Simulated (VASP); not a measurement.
# BeTe (F-43m) in VASP: further runs, part 2 of 2

VASP 6.6.1.

## Step 3: Single point, PBE (volume scaled by 1.020)

Contents of INCAR:

```
  ALGO = Normal
  EDIFF = 1E-6
  ENCUT = 520
  GGA = PE
  ISIF = 2
  ISMEAR = 0
  LASPH = T
  LCHARG = F
  LREAL = F
  LWAVE = F
  NBANDS = 11
  NELM = 80
  PREC = Accurate
  SIGMA = 0.05
```

Contents of KPOINTS:

```
k-points
0
Gamma
  10 10 10
```

Contents of POSCAR:

```
BeTe
1.0
    0.0000000000      2.8512429139      2.8512429139
    2.8512429139      0.0000000000      2.8512429139
    2.8512429139      2.8512429139      0.0000000000
Be Te
1 1
Direct
    0.0000000000      0.0000000000      0.0000000000
    0.7500000000      0.7500000000      0.7500000000
```

Potentials or basis: VASP PAW PBE potentials, release 64 (Be, Te).

Started as:

```sh
cat potpaw_PBE.64/Be/POTCAR potpaw_PBE.64/Te/POTCAR > POTCAR
mpirun -np 1 vasp_std > vasp.out
```

OUTCAR:

```text
EDIFF = 1E-6
   ENCUT = 520
   GGA = PE
   ISIF = 2
   ISMEAR = 0
   LASPH = T
   LREAL = F
   NELM = 80
   PREC = Accurate

 ion  position               nearest neighbor table
   1  0.000  0.000  0.000-   2 2.47   2 2.47   2 2.47   2 2.47
   2  0.750  0.750  0.750-   1 2.47   1 2.47   1 2.47   1 2.47

  LATTYP: Found a face centered cubic cell.
 ALAT       =     5.7024858278

  Lattice vectors:

 A1 = (   0.0000000000,   2.8512429139,   2.8512429139)
 A2 = (   2.8512429139,   0.0000000000,   2.8512429139)
 A3 = (   2.8512429139,   2.8512429139,   0.0000000000)

Analysis of symmetry for initial positions (statically):
=====================================================================
 Subroutine PRICEL returns:
 Original cell was already a primitive cell.

 Routine SETGRP: Setting up the symmetry group for a
 face centered cubic supercell.

 Subroutine GETGRP returns: Found 24 space group operations
 (whereof 24 operations were pure point group operations)
 out of a pool of 48 trial point group operations.

The static configuration has the point symmetry T_d .

Analysis of symmetry for dynamics (positions and initial velocities):
[... 173 lines left out ...]
      5       8.2389      0.00000
      6       8.3251      0.00000
      7       8.3251      0.00000
      8       8.3251      0.00000
      9      12.9457      0.00000
     10      14.8529      0.00000
     11      14.8529      0.00000
[... 309 lines left out ...]
 k-point    24 :       0.4000    0.3000    0.0000
  band No.  band energies     occupation
      1      -6.1099      2.00000
      2       0.5698      2.00000
      3       2.3208      2.00000
      4       2.5784      2.00000
      5       7.2400      0.00000
      6       8.3949      0.00000
      7      12.0770      0.00000
      8      12.2874      0.00000
      9      15.0921      0.00000
     10      16.3561      0.00000
     11      16.8005      0.00000

 [... further k-points ...]

------------------------ aborting loop because EDIFF is reached ----------------------------------------

  FORCE on cell =-STRESS in cart. coord.  units (eV):
  Direction    XX          YY          ZZ          XY          YZ          ZX
  --------------------------------------------------------------------------------------
  -------------------------------------------------------------------------------------
  Total       -0.2848013     -0.2848013     -0.2848013      0.0000000      0.0000000      0.0000000
  in kB       -9.8428268     -9.8428268     -9.8428268      0.0000000      0.0000000      0.0000000
  external PRESSURE =      -9.8428268 kB  Pullay stress =       0.0000000 kB

 VOLUME and BASIS-vectors are now :
 -----------------------------------------------------------------------------
  energy-cutoff  :      520.00
  volume of cell :       46.36
      direct lattice vectors                 reciprocal lattice vectors
     0.000000000  2.851242914  2.851242914    -0.175362119  0.175362119  0.175362119
     2.851242914  0.000000000  2.851242914     0.175362119 -0.175362119  0.175362119
     2.851242914  2.851242914  0.000000000     0.175362119  0.175362119 -0.175362119

 POSITION                                       TOTAL-FORCE (eV/Angst)
 -----------------------------------------------------------------------------------
      0.00000      0.00000      0.00000         0.000000      0.000000      0.000000
      4.27686      4.27686      4.27686        -0.000000     -0.000000     -0.000000
 -----------------------------------------------------------------------------------
    total drift:                               -0.000000     -0.000000     -0.000000

  FREE ENERGIE OF THE ION-ELECTRON SYSTEM (eV)
  ---------------------------------------------------
  free  energy   TOTEN  =        -7.6224878627 eV

  energy  without entropy=       -7.6224878627  energy(sigma->0) =       -7.62248786
```

OSZICAR:

```text
N       E                     dE             d eps       ncg     rms          rms(c)
DAV:   1     0.191577551580E+02    0.19158E+02   -0.33023E+03  1034   0.587E+02
DAV:   2    -0.648422370509E+01   -0.25642E+02   -0.24514E+02  1359   0.904E+01
DAV:   3    -0.771475143315E+01   -0.12305E+01   -0.12285E+01  1343   0.211E+01
DAV:   4    -0.772826922683E+01   -0.13518E-01   -0.13517E-01  1251   0.249E+00
DAV:   5    -0.772854374191E+01   -0.27452E-03   -0.27451E-03  1312   0.350E-01    0.390E+00
DAV:   6    -0.764672340724E+01    0.81820E-01   -0.92978E-02  1202   0.122E+00    0.235E+00
DAV:   7    -0.762143280014E+01    0.25291E-01   -0.87024E-02  1213   0.129E+00    0.414E-01
DAV:   8    -0.762217639507E+01   -0.74359E-03   -0.54458E-03  1175   0.419E-01    0.702E-02
DAV:   9    -0.762242045204E+01   -0.24406E-03   -0.29934E-04  1236   0.102E-01    0.273E-02
DAV:  10    -0.762248304743E+01   -0.62595E-04   -0.76444E-05  1159   0.449E-02    0.142E-02
DAV:  11    -0.762248571570E+01   -0.26683E-05   -0.25502E-06  1360   0.948E-03    0.896E-03
DAV:  12    -0.762248781506E+01   -0.20994E-05   -0.44338E-06  1124   0.119E-02    0.466E-03
DAV:  13    -0.762248786265E+01   -0.47591E-07   -0.26441E-08   767   0.121E-03
   1 F= -.76224879E+01 E0= -.76224879E+01  d E =-.612700E-13
```

It took 17 s on 1 thread of Intel Xeon Platinum 8375C at 2.90GHz (Ice Lake), shared host; peak memory 0.18 GiB.

What came out:

* Free energy: -7.6225 eV
* Pressure: -1.0 GPa
* Band gap on the k mesh: 2.06 eV, indirect (least direct gap 3.55 eV)

Levels at points of the mesh, in eV from the valence-band top:
```csv
k point,band 2,band 3,band 4,band 5,band 6,band 7
"(0.00, 0.00, 0.00)",0.00,0.00,0.00,3.55,3.64,3.64
"(0.50, 0.00, 0.00)",-5.31,-1.07,-1.07,2.98,4.60,4.60
"(0.50, 0.50, 0.00)",-4.92,-2.51,-2.51,2.06,2.71,9.47
```

Caveat: the cell differs from its parent crystal (volume scaled by 1.020); spin-orbit coupling is left out, which moves the levels of the heavy elements.

## Step 4: Single point, PBE (volume scaled by 1.040)

Contents of INCAR:

```
PREC = Accurate ; ENCUT = 520
EDIFF = 1E-6 ; ISMEAR = 0
SIGMA = 0.05 ; LREAL = F
LASPH = T ; NELM = 80
ALGO = Normal ; ISIF = 2
LWAVE = F ; LCHARG = F
GGA = PE ; NBANDS = 11
```

Contents of KPOINTS:

```
regular mesh
0
Gamma
  10 10 10
```

Contents of POSCAR:

```
BeTe
1.0
    0.0000000000      2.8697579971      2.8697579971
    2.8697579971      0.0000000000      2.8697579971
    2.8697579971      2.8697579971      0.0000000000
Be Te
1 1
Direct
    0.0000000000      0.0000000000      0.0000000000
    0.7500000000      0.7500000000      0.7500000000
```

Started as:

```sh
cat potpaw_PBE.64/Be/POTCAR potpaw_PBE.64/Te/POTCAR > POTCAR
mpirun -np 1 vasp_std > vasp.out
```

Wall time 17 s (1 thread of Intel Xeon Platinum 8375C at 2.90GHz (Ice Lake), shared host); peak memory 0.18 GiB.

Results (log left out):

```yaml
Free_energy: -7.6141 eV
Pressure: -2.0 GPa
Band_gap_on_the_k_mesh: 2.11 eV, indirect (least direct gap 3.42 eV)
```

Levels at points of the mesh, in eV from the valence-band top:
| k point | band 2 | band 3 | band 4 | band 5 | band 6 | band 7 |
| --- | --- | --- | --- | --- | --- | --- |
| (0.00, 0.00, 0.00) | 0.00 | 0.00 | 0.00 | 3.42 | 3.65 | 3.65 |
| (0.50, 0.00, 0.00) | -5.19 | -1.04 | -1.04 | 2.93 | 4.61 | 4.61 |
| (0.50, 0.50, 0.00) | -4.82 | -2.44 | -2.44 | 2.11 | 2.74 | 9.35 |

Caveat: the cell differs from its parent crystal (volume scaled by 1.040); spin-orbit coupling is left out, which moves the levels of the heavy elements. A k mesh can miss the band edges.

## Step 5: Single point, PBE

This run uses another cell than the first one, of 22.72 Å³/atom, 1.042 times its volume.

Contents of INCAR:

```
SYSTEM = BeTe
PREC     = Accurate       ! precision mode
ENCUT    = 520            ! plane-wave cutoff, eV
EDIFF    = 1E-6           ! SCF threshold, eV
ISMEAR   = 1              ! smearing method
SIGMA    = 0.05           ! smearing width, eV
LREAL    = .FALSE.        ! projectors in reciprocal space
LASPH    = .TRUE.         ! aspherical terms in the spheres
NELM     = 60             ! most SCF steps
ALGO     = Normal         ! electronic algorithm
ISIF     = 2              ! what is computed and relaxed
LWAVE    = .FALSE.        ! write WAVECAR
LCHARG   = .FALSE.        ! write CHGCAR
GGA      = PE             ! functional
NBANDS   = 11             ! bands
```

Contents of KPOINTS:

```
regular mesh
0
G
  12 12 12
  0 0 0
```

Contents of POSCAR:

```
BeTe
1.0
    0.0000000000      2.8324841938      2.8324841938
    2.8324841938      0.0000000000      2.8324841938
    2.8324841938      2.8324841938      0.0000000000
Be Te
1 1
Direct
    0.0000000000      0.0000000000      0.0000000000
    0.7500000000      0.7500000000      0.7500000000
```

Started as:

```sh
cat potpaw_PBE.64/Be/POTCAR potpaw_PBE.64/Te/POTCAR > POTCAR
mpirun -np 1 vasp_std > vasp.out
```

It took 25 s on 1 thread of Intel Xeon Platinum 8375C at 2.90GHz (Ice Lake), shared host; peak memory 0.19 GiB.

It converged, with:

| Property | Result |
| --- | --- |
| Free energy | -7.6251 eV |
| Pressure | 0.1 GPa |
| Band gap on the k mesh | 2.02 eV, indirect (least direct gap 3.62 eV) |

Levels at points of the mesh, in eV from the valence-band top:
| k point | band 1 | band 2 | band 3 | band 4 | band 5 | band 6 | band 7 | band 8 |
| --- | --- | --- | --- | --- | --- | --- | --- | --- |
| (0.00, 0.00, 0.00) | -12.18 | 0.00 | 0.00 | 0.00 | 3.62 | 3.62 | 3.62 | 3.69 |
| (0.50, 0.00, 0.00) | -10.88 | -5.43 | -1.10 | -1.10 | 3.03 | 4.60 | 4.60 | 7.82 |
| (0.50, 0.50, 0.00) | -10.41 | -5.02 | -2.58 | -2.58 | 2.02 | 2.69 | 9.59 | 9.59 |

Caveat: spin-orbit coupling is left out, which moves the levels of the heavy elements. As with any semilocal functional, this PBE gap is likely too small.

## Step 6: Single point, PBE, collinear spin, ferromagnetic start

This run uses another cell than the first one, of 22.72 Å³/atom, 1.042 times its volume.

Contents of INCAR:

```
SYSTEM = BeTe
ALGO     = Normal         ! electronic algorithm
EDIFF    = 1E-6           ! SCF threshold, eV
ENCUT    = 520            ! plane-wave cutoff, eV
GGA      = PE             ! functional
ISIF     = 2              ! what is computed and relaxed
ISMEAR   = 0              ! smearing method
ISPIN    = 2              ! spin polarisation
LASPH    = .TRUE.         ! aspherical terms in the spheres
LCHARG   = .TRUE.         ! write CHGCAR
LELF     = .TRUE.         ! ELF
LORBIT   = 11             ! projections on sites
LREAL    = .FALSE.        ! projectors in reciprocal space
LVHAR    = .TRUE.       
LWAVE    = .FALSE.        ! write WAVECAR
MAGMOM   = 2 2            ! initial moments
NBANDS   = 15             ! bands
NELM     = 150            ! most SCF steps
PREC     = Accurate       ! precision mode
SIGMA    = 0.05           ! smearing width, eV
```

Contents of KPOINTS:

```
k-points
0
G
  10 10 10
  0 0 0
```

POSCAR is that of step 5.

Potentials or basis: VASP PAW PBE potentials, release 64 (Be, Te).

Started as:

```sh
cat potpaw_PBE.64/Be/POTCAR potpaw_PBE.64/Te/POTCAR > POTCAR
mpirun -np 1 vasp_std > vasp.out
```

It took 55 s on 1 thread of Intel Xeon Platinum 8375C at 2.90GHz (Ice Lake), shared host; peak memory 0.22 GiB.

Results (log left out):

```yaml
Free_energy: -7.6250 eV
Pressure: 0.1 GPa
Band_gap_on_the_k_mesh: 2.02 eV, indirect (least direct gap 3.62 eV)
Net_moment: 0.00 μB per cell
Valence_electrons_inside_the_program's_atomic_spheres: Be 0.93; Te 3.50
```

Levels at points of the mesh, in eV from the valence-band top:
Spin up:
```tsv
k point	band 1	band 2	band 3	band 4	band 5	band 6	band 7	band 8
(0.00, 0.00, 0.00)	-12.18	0.00	0.00	0.00	3.62	3.62	3.62	3.69
(0.50, 0.00, 0.00)	-10.88	-5.43	-1.10	-1.10	3.03	4.60	4.60	7.82
(0.50, 0.50, 0.00)	-10.41	-5.02	-2.58	-2.58	2.02	2.69	9.59	9.59
```
Spin down:
```tsv
k point	band 1	band 2	band 3	band 4	band 5	band 6	band 7	band 8
(0.00, 0.00, 0.00)	-12.18	0.00	0.00	0.00	3.62	3.62	3.62	3.69
(0.50, 0.00, 0.00)	-10.88	-5.43	-1.10	-1.10	3.03	4.60	4.60	7.82
(0.50, 0.50, 0.00)	-10.41	-5.02	-2.58	-2.58	2.02	2.69	9.59	9.59
```

Caveat: spin-orbit coupling is left out, which moves the levels of the heavy elements. A k mesh can miss the band edges.

## Step 7: Summary

```tsv
spin	cell	k mesh	smearing	gap on the mesh (eV)	pressure (GPa)
off	a = 3.952 Å, angles 60.0°, 2 atoms	10 × 10 × 10	gaussian 0.05 eV	1.92	2.6
off	a = 4.032 Å, angles 60.0°, 2 atoms	10 × 10 × 10	gaussian 0.05 eV	2.06	-1.0
off	a = 4.058 Å, angles 60.0°, 2 atoms	10 × 10 × 10	gaussian 0.05 eV	2.11	-2.0
off	a = 4.006 Å, angles 60.0°, 2 atoms	12 × 12 × 12	methfessel-paxton 0.05 eV	2.02	0.1
collinear, ferromagnetic start	a = 4.006 Å, angles 60.0°, 2 atoms	10 × 10 × 10	gaussian 0.05 eV	2.02	0.1
```

Alike in all rows: task single point; level PBE; potentials or basis VASP PAW PBE potentials, release 64 (Be, Te); cutoff (eV) 520.

Caveats: spin-orbit coupling is left out, which moves the levels of the heavy elements.

Absolute energies hang on the potentials; compare differences alone.
